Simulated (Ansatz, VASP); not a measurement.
Two plane-wave programs on Sn4As

Contents of INCAR:

```
PREC = Accurate ; ENCUT = 520
EDIFF = 1E-6 ; ISMEAR = 0
SIGMA = 0.1 ; LREAL = F
LASPH = T ; NELM = 60
ALGO = Fast ; ISIF = 2
LWAVE = F ; LCHARG = F
GGA = PE ; NBANDS = 38
```

File KPOINTS:

```
Automatic mesh
0
Gamma
  4 4 4
```

The input POSCAR:

```
Sn4As
1.0
   -3.1942710600      3.1942710600      3.1942710600
    3.1942710600     -3.1942710600      3.1942710600
    3.1942710600      3.1942710600     -3.1942710600
Sn As
4 1
Direct
    0.0000000000      0.0000000000      0.5000000000
    0.5000000000      0.0000000000      0.0000000000
    0.5000000000      0.5000000000      0.5000000000
    0.0000000000      0.5000000000      0.0000000000
    0.0000000000      0.0000000000      0.0000000000
```

Input for Ansatz:

```yaml
crystal:
  lattice:
    - [-3.19427106, 3.19427106, 3.19427106]
    - [3.19427106, -3.19427106, 3.19427106]
    - [3.19427106, 3.19427106, -3.19427106]
  atoms:
    - { symbol: Sn, position: [0.0, 0.0, 0.5] }
    - { symbol: Sn, position: [0.5, 0.0, 0.0] }
    - { symbol: Sn, position: [0.5, 0.5, 0.5] }
    - { symbol: Sn, position: [0.0, 0.5, 0.0] }
    - { symbol: As, position: [0.0, 0.0, 0.0] }
basis:
  ecutwfc: 420
kpoints:
  mp_grid: { grid: [4, 4, 4] }
hamiltonian:
  xc: pbe
scf:
  occupations: { method: gaussian, width: 0.1 }
  lower_state_search: "off"
output:
  forces: true
  stress: true
  eigenvalues: true
```

Change from the starting cell: species swapped into the NiHg4 type (Im-3m, No. 229).

Alike in both runs: task single point; functional PBE; k mesh 4 × 4 × 4; occupations gaussian, width 0.1 eV; no spin polarisation.

```csv
,VASP,Ansatz
version,VASP 6.6.1,Ansatz 0.2.0
potentials or method,"VASP PAW PBE potentials, release 64 (Sn_d, As), cutoff 520 eV","scalar-relativistic, plane waves, PAW"
valence electrons in the cell,61,71
```

```csv
,VASP,Ansatz,Ansatz less VASP
gap on the k mesh at the Fermi level (eV),none,none,-
pressure (GPa),10.6,10.6,-0.01
```

A gap of «none» marks a metal or a gap that the smearing closes. With one functional, cell and mesh, what is left measures potentials, basis and numerics. VASP's potentials hold 61 valence electrons a cell and Ansatz's 71, so a difference there can come from the potentials and not from the codes.
